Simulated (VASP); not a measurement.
# SnO (P4/nmm) in VASP: vibrations by perturbation theory with PBEsol

Aim: the vibrations by perturbation theory of SnO with PBEsol.

Everything below comes from runs of VASP 6.6.1. Logs are shortened: lines on timing, memory, paths and dates and some standing lists are left out, and cuts for length are marked.

## Step 1: The cell of the first run

The structure is tetragonal, space group P4/nmm (No. 129). The conventional cell has a = 3.805 Å, b = 3.805 Å, c = 4.753 Å, α = 90.00°, β = 90.00°, γ = 90.00°. Sn (site symmetry 4mm) has 4 O at 2.22 Å within 2.9 Å. O (site symmetry -4m2) has 4 Sn at 2.22 Å and 4 O at 2.69 Å within 2.9 Å.

## Step 2: Vibrations by perturbation theory, PBEsol

INCAR reads:

```
SYSTEM = SnO
PREC = Accurate ; ENCUT = 520
EDIFF = 1E-8 ; ISMEAR = 0
SIGMA = 0.15 ; LREAL = .FALSE.
LASPH = .TRUE. ; NELM = 100
ALGO = Normal ; ISIF = 2
LWAVE = .FALSE. ; LCHARG = .TRUE.
GGA = PS ; IBRION = 8
NSW = 1 ; LUSENCCL = .FALSE.
```

KPOINTS reads:

```
regular mesh
0
G
  12 12 10
  0 0 0
```

POSCAR reads:

```
SnO
1.0
    3.8053768948      0.0000000000      0.0000000000
    0.0000000000      3.8053768948      0.0000000000
    0.0000000000      0.0000000000      4.7531851815
Sn O
2 2
Direct
    0.0000000000      0.5000000000      0.2423986461
    0.5000000000      0.0000000000      0.7576013539
    0.0000000000      0.0000000000      0.0000000000
    0.5000000000      0.5000000000      0.0000000000
```

Potentials or basis: VASP PAW PBE potentials, release 64 (Sn_d, O).

Command:

```bash
$ cat potpaw_PBE.64/Sn_d/POTCAR potpaw_PBE.64/O/POTCAR > POTCAR
$ mpirun -np 1 vasp_std > vasp.out
```

OUTCAR:

```text
SYSTEM = SnO
   PREC = Accurate
   ENCUT = 520
   EDIFF = 1E-8
   ISMEAR = 0
   LREAL = .FALSE.
   LASPH = .TRUE.
   NELM = 100
   ISIF = 2
   GGA = PS
   IBRION = 8
   NSW = 1

 ion  position               nearest neighbor table
   1  0.000  0.500  0.242-   3 2.22   4 2.22   3 2.22   4 2.22   2 3.54   2 3.54   2 3.54   2 3.54
                             2 3.64   2 3.64   2 3.64   2 3.64
   2  0.500  0.000  0.758-   3 2.22   4 2.22   4 2.22   3 2.22   1 3.54   1 3.54   1 3.54   1 3.54
                             1 3.64   1 3.64   1 3.64   1 3.64
   3  0.000  0.000  0.000-   1 2.22   2 2.22   1 2.22   2 2.22
   4  0.500  0.500  0.000-   1 2.22   2 2.22   2 2.22   1 2.22

  LATTYP: Found a simple tetragonal cell.
 ALAT       =     3.8053768948
 C/A-ratio  =     1.2490708050

  Lattice vectors:

 A1 = (   3.8053768948,   0.0000000000,   0.0000000000)
 A2 = (   0.0000000000,   3.8053768948,   0.0000000000)
 A3 = (   0.0000000000,   0.0000000000,   4.7531851815)

Analysis of symmetry for initial positions (statically):
=====================================================================
 Subroutine PRICEL returns:
 Original cell was already a primitive cell.

 Routine SETGRP: Setting up the symmetry group for a
 simple tetragonal supercell.

 Subroutine GETGRP returns: Found 16 space group operations
 (whereof  8 operations were pure point group operations)
 out of a pool of 16 trial point group operations.

The static configuration has the point symmetry D_2d.
 The point group associated with its full space group is D_4h.

Analysis of symmetry for dynamics (positions and initial velocities):
=====================================================================
 Subroutine PRICEL returns:
 Original cell was already a primitive cell.

 Routine SETGRP: Setting up the symmetry group for a
 simple tetragonal supercell.

 Subroutine GETGRP returns: Found 16 space group operations
 (whereof  8 operations were pure point group operations)
 out of a pool of 16 trial point group operations.

The dynamic configuration has the point symmetry D_2d.
 The point group associated with its full space group is D_4h.

 Subroutine INISYM returns: Found 16 space group operations
 (whereof  8 operations are pure point group operations),
 and found     1 'primitive' translations

----------------------------------------------------------------------------------------

                                     Primitive cell

  volume of cell :      68.8304

  direct lattice vectors                    reciprocal lattice vectors
     3.805376895  0.000000000  0.000000000     0.262786060  0.000000000  0.000000000
     0.000000000  3.805376895  0.000000000     0.000000000  0.262786060  0.000000000
     0.000000000  0.000000000  4.753185182     0.000000000  0.000000000  0.210385239

  length of vectors
     3.805376895  3.805376895  4.753185182     0.262786060  0.262786060  0.210385239

  position of ions in fractional coordinates (direct lattice)
     0.000000000  0.500000000  0.242398646
[... 123 lines left out ...]

 Free energy of the ion-electron system (eV)
  ---------------------------------------------------
  ext. energy  EPLUGINS =         0.00000000
  ---------------------------------------------------
  free energy    TOTEN  =       -24.21510641 eV

  energy without entropy =      -24.21337646  energy(sigma->0) =      -24.21424144

 E-fermi :   7.2936     XC(G=0): -10.5924

 val. band max:        7.2859551797   @ k =   0.5000   0.5000   0.1000
 cond. band min:       7.4394343011   @ k =   0.4167   0.4167   0.0000
 fundamental gap:      0.1534791214
 Fermi energy:         7.2935771393

 k-point     1 :       0.0000    0.0000    0.0000
  band No.  band energies     occupation
      1     -14.7167      2.00000
      2     -14.2734      2.00000
      3     -14.2734      2.00000
      4     -14.2627      2.00000
      5     -14.2212      2.00000
      6     -14.2187      2.00000
[... 637 lines left out ...]
     23      11.6509      0.00000
     24      12.0299      0.00000

 [... further k-points ...]
[... 5 lines left out ...]
  --------------------------------------------------------------------------------------
  -------------------------------------------------------------------------------------
  Total        0.0941940      0.0941940      0.1042083      0.0000000     -0.0000000      0.0000000
  in kB        2.1925724      2.1925724      2.4256768      0.0000000     -0.0000000      0.0000000
  external PRESSURE =       2.2702739 kB  Pullay stress =       0.0000000 kB

 VOLUME and BASIS-vectors are now :
 -----------------------------------------------------------------------------
  energy-cutoff  :      520.00
  volume of cell :       68.83
      direct lattice vectors                 reciprocal lattice vectors
     3.805376895  0.000000000  0.000000000     0.262786060  0.000000000  0.000000000
     0.000000000  3.805376895  0.000000000     0.000000000  0.262786060  0.000000000
     0.000000000  0.000000000  4.753185182     0.000000000  0.000000000  0.210385239

 POSITION                                       TOTAL-FORCE (eV/Angst)
 -----------------------------------------------------------------------------------
      0.00000      1.90269      1.15217        -0.000000      0.000000      0.091853
      1.90269      0.00000      3.60102         0.000000     -0.000000     -0.091853
      0.00000      0.00000      0.00000         0.000000     -0.000000      0.000000
      1.90269      1.90269      0.00000        -0.000000      0.000000      0.000000
 -----------------------------------------------------------------------------------
    total drift:                                0.000000      0.000000      0.000000

  FREE ENERGIE OF THE ION-ELECTRON SYSTEM (eV)
  ---------------------------------------------------
  free  energy   TOTEN  =       -24.2151064082 eV

  energy  without entropy=      -24.2133764622  energy(sigma->0) =      -24.21424144

[... ionic steps 2 to 9 ...]

--------------------------------------- Ionic step       10  -------------------------------------------

------------------------ aborting loop because EDIFF is reached ----------------------------------------

[... ionic steps 11 to 11 ...]

--------------------------------------- Ionic step       12  -------------------------------------------

 Free energy of the ion-electron system (eV)
  ---------------------------------------------------
  ---------------------------------------------------
  free energy    TOTEN  =        -0.37055227 eV

  energy without entropy =       -0.37055227

------------------------ aborting loop because EDIFF is reached ----------------------------------------

 INTERNAL STRAIN TENSOR  FOR ION    3  DIRECTION 3   (eV/Angst):
 -----------------------------------------------------------------------------
    -6.77868  0.00000  0.00000
     0.00000  6.72906  0.00000
     0.00000  0.00000  0.03799

 INTERNAL STRAIN TENSOR FOR ION    4 for displacements in x,y,z  (eV/Angst):
          X           Y           Z          XY          YZ          ZX
  --------------------------------------------------------------------------------
  x     0.00000     0.00000     0.00000     0.00000     0.00000     4.15642
  y     0.00000     0.00000     0.00000     0.00000    -3.65529     0.00000
  z     6.75387    -6.75387     0.00000     0.00000     0.00000     0.00000

 SECOND DERIVATIVES (NOT SYMMETRIZED)
 ------------------------------------
               1X          1Y          1Z          2X          2Y          2Z          3X          3Y          3Z          4X          4Y          4Z
  1X    -4.831667    0.000000    0.000000    1.101680    0.000000    0.000000    0.908200    0.000000    0.000000    2.821786    0.000000    0.000000
  1Y     0.000000   -4.831667    0.000000    0.000000    1.101680    0.000000    0.000000    2.821786    0.000000    0.000000    0.908200    0.000000
  1Z     0.000000    0.000000  -12.824840    0.000000    0.000000    5.884611    0.000000    0.000000    3.470114    0.000000    0.000000    3.470114
  2X     1.101680    0.000000    0.000000   -4.831667    0.000000    0.000000    2.821786    0.000000    0.000000    0.908200    0.000000    0.000000
  2Y     0.000000    1.101680    0.000000    0.000000   -4.831667    0.000000    0.000000    0.908200    0.000000    0.000000    2.821786    0.000000
  2Z     0.000000    0.000000    5.884611    0.000000    0.000000  -12.824840    0.000000    0.000000    3.470114    0.000000    0.000000    3.470114
  3X     0.928912    0.000000    0.000000    2.830768    0.000000    0.000000   -8.095414    0.000000    0.000000    4.335734    0.000000    0.000000
  3Y     0.000000    2.830768    0.000000    0.000000    0.928912    0.000000    0.000000   -8.095414    0.000000    0.000000    4.335734    0.000000
  3Z     0.000000    0.000000    3.482870    0.000000    0.000000    3.482870    0.000000    0.000000   -7.063155    0.000000    0.000000    0.097415
  4X     2.830768    0.000000    0.000000    0.928912    0.000000    0.000000    4.335734    0.000000    0.000000   -8.095414    0.000000    0.000000
  4Y     0.000000    0.928912    0.000000    0.000000    2.830768    0.000000    0.000000    4.335734    0.000000    0.000000   -8.095414    0.000000
  4Z     0.000000    0.000000    3.482870    0.000000    0.000000    3.482870    0.000000    0.000000    0.097415    0.000000    0.000000   -7.063155

 Eigenvectors and eigenvalues of the dynamical matrix
 ----------------------------------------------------

   1 f  =   13.803179 THz    86.727932 2PiTHz  460.424495 cm-1    57.085336 meV
             X         Y         Z           dx          dy          dz
      0.000000  1.902688  1.152166    -0.042299    0.002052    0.000000
      1.902688  0.000000  3.601020     0.042299   -0.002052   -0.000000
      0.000000  0.000000  0.000000    -0.705009   -0.034196    0.000000
      1.902688  1.902688  0.000000     0.705009    0.034196    0.000000
[... 71 lines left out ...]
  12 f/i=    0.010318 THz     0.064832 2PiTHz    0.344185 cm-1     0.042673 meV
             X         Y         Z           dx          dy          dz
      0.000000  1.902688  1.152166     0.026270    0.663578    0.000000
      1.902688  0.000000  3.601020     0.026270    0.663578    0.000000
      0.000000  0.000000  0.000000     0.009606    0.242655    0.000000
      1.902688  1.902688  0.000000     0.009606    0.242655    0.000000

--------------------------------------------------------------------------------------------------------

 ELASTIC MODULI CONTR FROM IONIC RELAXATION (kBar)
 Direction    XX          YY          ZZ          XY          YZ          ZX
 --------------------------------------------------------------------------------
 XX        -642.8112    -49.6833   -526.7998      0.0000      0.0000     -0.0000
 YY         -49.6833   -642.8112   -526.7998      0.0000      0.0000     -0.0000
 ZZ        -526.7998   -526.7998   -801.5026      0.0000      0.0000     -0.0000
 XY           0.0000      0.0000      0.0000      0.0000      0.0000      0.0000
 YZ           0.0000      0.0000      0.0000      0.0000   -241.8642      0.0000
 ZX          -0.0000     -0.0000     -0.0000      0.0000      0.0000   -322.0886
 --------------------------------------------------------------------------------
```

It took 32 min on 1 × NVIDIA H100 80GB with 1 thread of AMD EPYC 7R13 (Zen 3), shared host; peak memory 2.4 GiB.

Results:

```
Highest phonon frequency at Γ, LO-TO splitting left out : 460 cm⁻¹
```

Phonon frequencies in cm⁻¹ (negative: imaginary):
| q point | frequencies |
| --- | --- |
| (0.000, 0.000, 0.000) | 0 0 0 113 113 207 269 269 349 366 460 460 |

Caveat: the PAW data sets were made with another functional, which shifts forces and pressure a little; spin-orbit coupling is left out, which moves the levels of the heavy elements.
